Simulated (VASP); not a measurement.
Write the native input for VASP 6.6.1 that does the following.

| Item | Value |
| --- | --- |
| Task | relaxation of cell and atoms |
| Functional | PBE |
| Potentials or basis | VASP PAW PBE potentials, release 64 (Ca_sv, O) |
| Cutoff | 600 eV |
| k mesh | 4 × 4 × 4 |
| Occupations | gaussian, width 0.1 eV |
| Spin | no spin polarisation |
| Dipole correction | no |
| Further INCAR settings | ALGO = Normal; EDIFF = 1e-07; IBRION = 2; EDIFFG = -0.025; NSW = 80; ISIF = 3 |

The structure of CaO lies in POSCAR:

```
CaO
1.0
   -2.3596804487     -0.0737574440     -2.4221745392
   -2.4721362133     -4.9294000473      2.3871154156
   -2.3151375894      4.9199163114      2.5251465679
Ca O
4 4
Direct
    0.4905391778      0.4848464912     -0.0256586912
    1.0210907382      0.0002453887      0.0101312993
   -0.0059932066      0.5329137563      0.4959113545
    0.4826093361      0.0116748794      0.4727597627
   -0.0143742192      0.7518906251      0.3146684298
    0.5550869328      0.2184253651      0.2193586610
    0.4255038994      0.7429949926      0.7589282579
    0.0455373415      0.2570085015      0.7539009259
```

The input as run:

INCAR

```
SYSTEM = CaO
PREC     = Accurate       ! precision mode
ENCUT    = 600            ! plane-wave cutoff, eV
EDIFF    = 1E-7           ! SCF threshold, eV
ISMEAR   = 0              ! smearing method
SIGMA    = 0.1            ! smearing width, eV
LREAL    = .FALSE.        ! projectors in reciprocal space
LASPH    = .TRUE.         ! aspherical terms in the spheres
NELM     = 100            ! most SCF steps
ALGO     = Normal         ! electronic algorithm
ISIF     = 3              ! what is computed and relaxed
LWAVE    = .FALSE.        ! write WAVECAR
LCHARG   = .FALSE.        ! write CHGCAR
GGA      = PE             ! functional
IBRION   = 2              ! ionic algorithm
NSW      = 80             ! ionic steps
EDIFFG   = -0.025         ! ionic threshold
```

KPOINTS

```
Automatic mesh
0
G
  4 4 4
  0 0 0
```

Potentials or basis: VASP PAW PBE potentials, release 64 (Ca_sv, O).

Command:

```console
$ cat potpaw_PBE.64/Ca_sv/POTCAR potpaw_PBE.64/O/POTCAR > POTCAR
$ mpirun -np 1 vasp_std > vasp.out
```

Results of the run:

- Relaxed volume: 14.15 Å³/atom
- Relaxed cell: a = 3.422 Å, b = 5.925 Å, c = 5.925 Å, α = 109.47°, β = 89.98°, γ = 90.02°
- Space group after relaxing (to 0.1 Å): Fm-3m (No. 225)
- Energy gained by relaxing: 194.1 meV/atom
- Ionic steps: 14
- Pressure after relaxing: 0.0 GPa
- Largest force after relaxing: 0.025 eV/Å
- Band gap on the k mesh: 3.64 eV

Caveat: the k points lie up to 0.46 Å⁻¹ apart in the final cell.

It took 26 min on 1 thread of Intel Xeon 8259CL, with other jobs on the host, peak memory 0.32 GiB.
